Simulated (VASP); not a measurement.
Runs of VASP 6.6.1 on MnO. Symmetry: Fm-3m, No. 225, cubic system. The conventional cell has a = 4.410 Å, b = 4.410 Å, c = 4.410 Å, α = 90.00°, β = 90.00°, γ = 90.00°. Within 2.9 Å of Mn (site symmetry m-3m) lie 6 O at 2.21 Å. Within 2.9 Å of O (site symmetry m-3m) lie 6 Mn at 2.21 Å. 

```tsv
fixed moment (μB)	pressure (GPa)	moment (μB)
7.0	(a)	7.00
3.0	-18.1	3.00
-	11.4	5.00
5.0	11.4	5.00
```

Alike in all rows: task single point; level PBE+U; potentials or basis VASP PAW PBE potentials, release 64 (Mn_pv, O); spin collinear, ferromagnetic start; Mn d U = 2.7 eV; cell as given; k mesh 9 × 9 × 9; cutoff (eV) 520; smearing fermi-dirac 0.03 eV.

Problem. Estimate the missing entries.

Solution. (a) 85.2.

Caveats: a cell with one magnetic atom can't hold antiferromagnetic order, which such compounds often take; the cell stands under pressure (at least some runs); the total moment is fixed, so each spin has its own Fermi level (at least some runs); the cell stands under tension (at least some runs).
